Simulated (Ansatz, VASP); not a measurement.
AlGa3N4: VASP beside Ansatz

```xyz
8
Lattice="5.0975 0.0000 0.0001 0.0000 3.1359 0.0000 -0.0035 0.0000 5.4275" Properties=species:S:1:pos:R:3 pbc="T T T"
Al    0.0008    1.5680    3.6221
Ga    2.5426    1.5680    1.8175
Ga    2.5407    0.0000    4.5136
Ga    5.0952    0.0000    0.9022
N     0.6096    1.5680    1.8441
N     0.5982    0.0000    4.4869
N     3.1628    0.0000    0.9023
N     3.2140    1.5680    3.6216
```

Alike in both runs: functional LDA; k mesh 6 × 8 × 6; occupations gaussian, width 0.02 eV; no spin polarisation.

Ansatz relaxed the structure, and its values are those at the end. VASP's run is a single point on that final structure, the one shown.

```csv
,VASP,Ansatz
version,VASP 6.6.1,Ansatz 0.2.0
potentials or method,"VASP PAW LDA potentials, release 64 (Al, Ga_d, N), cutoff 520 eV","scalar-relativistic, plane waves, PAW"
valence electrons in the cell,62,62
```

Ansatz gave:

```
gap on the k mesh at the Fermi level (eV) : 2.62
least direct gap on the mesh (eV)         : 2.62
pressure (GPa)                            : 0.0
rms of the force components (eV/Å)        : 0.000
```

**Question.** Which values does VASP return?

**Answer.** gap on the k mesh at the Fermi level (eV): 2.63; least direct gap on the mesh (eV): 2.63; pressure (GPa): 1.0; rms of the force components (eV/Å): 0.010.

LDA's correlation is that of Perdew and Zunger in VASP and of Perdew and Wang (1992) in Ansatz.
